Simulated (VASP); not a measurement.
A run of VASP 6.6.1 is set up as follows.

INCAR

```
ALGO = Normal
EDIFF = 1E-6
ENCUT = 520
GGA = PE
ISIF = 2
ISMEAR = 0
LASPH = True
LCHARG = False
LREAL = False
LWAVE = False
NBANDS = 23
NELM = 60
PREC = Accurate
SIGMA = 0.02
```

File KPOINTS:

```
k-points
0
Gamma
  6 6 6
```

POSCAR

```
CaB6
1.0
    3.1442275232     -3.1451367069      0.0158367847
    3.1442275232      3.1451367069      0.0158367847
   -0.0223025271      0.0000000000      4.2680330554
Ca B
1 6
Direct
    0.0000000000      0.0000000000      0.0000000000
    0.4999634232      0.4999634232      0.3022828721
    0.5000365768      0.5000365768      0.6977171279
    0.7802941686      0.5000487737      0.0000735081
    0.4999512263      0.2197058314      0.9999264919
    0.5000487737      0.7802941686      0.0000735081
    0.2197058314      0.4999512263      0.9999264919
```

Potentials or basis: VASP PAW PBE potentials, release 64 (Ca_sv, B).

Command:

```bash
$ cat potpaw_PBE.64/Ca_sv/POTCAR potpaw_PBE.64/B/POTCAR > POTCAR
$ mpirun -np 1 vasp_std > vasp.out
```

**Question.** Estimate the pressure.

**Answer.** 0.2 GPa.

**Question.** Predict the largest force.

**Answer.** 0.010 eV/Å.

**Question.** What does it give for the band gap on the k mesh?

**Answer.** 1.33 eV.

Forces in eV/Å, atoms in the order of the input:
```
Ca   0.000  0.000  0.000
B    0.003  0.000  0.003
B   -0.003  0.000 -0.003
B    0.000 -0.010 -0.003
B    0.000 -0.010  0.003
B    0.000  0.010 -0.003
B    0.000  0.010  0.003
```

A k mesh can miss the band edges.
